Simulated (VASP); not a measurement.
RbBr: single point with PBEsol

RbBr:

```
Rb Br
1.0
    -0.01152    3.58050    3.47768
     3.58050   -0.01152    3.47768
     3.56899    3.56899    0.00000
Rb Br
1 1
Direct
  0.03647 0.03647 0.96353
  0.46353 0.46353 0.53647
```

This cell differs from its parent crystal: strained and its atoms moved.

```yaml
Program: VASP 6.6.1
Task: single point
Functional: PBEsol
Potentials_or_basis: VASP PAW PBE potentials, release 64 (Rb_sv, Br)
Cutoff: 520 eV
k_mesh: 6 × 6 × 6
Occupations: gaussian, width 0.02 eV
Spin: no spin polarisation
Dipole_correction: no
Further_INCAR_settings: ALGO = Normal; EDIFF = 1e-06; NBANDS = 15
```

```yaml
Pressure: 0.2 GPa
Largest_force: 0.882 eV/Å
Band_gap_on_the_k_mesh: 4.01 eV
```

Forces on the atoms (eV/Å):
```
Rb   0.000  0.000 -0.882
Br   0.000  0.000  0.882
```

Stress tensor (GPa, compression positive):
```
-1.28  0.03  0.00
 0.03 -1.28  0.00
 0.00  0.00  3.18
```

Levels at points of the mesh, in eV from the valence-band top:
```tsv
k point	band 6	band 7	band 8	band 9	band 10	band 11
(0.00, 0.00, 0.00)	-0.09	-0.08	0.00	4.01	7.32	7.36
(0.50, 0.00, 0.00)	-0.83	-0.27	-0.23	6.33	7.28	8.73
(0.50, 0.50, 0.00)	-0.32	-0.18	-0.17	5.62	6.78	7.43
(0.00, 0.00, 0.50)	-0.83	-0.29	-0.23	6.33	7.30	8.76
(0.50, 0.00, 0.50)	-0.46	-0.26	-0.09	5.90	6.57	8.55
```

Wall time 39 s on 1 thread of Intel(R) Xeon(R) Platinum 8488C (Sapphire Rapids), with other jobs on the host, peak memory 0.26 GiB.

Caveat: the cell differs from its parent crystal (strained and its atoms moved); the PAW data sets were made with another functional, which shifts forces and pressure a little.
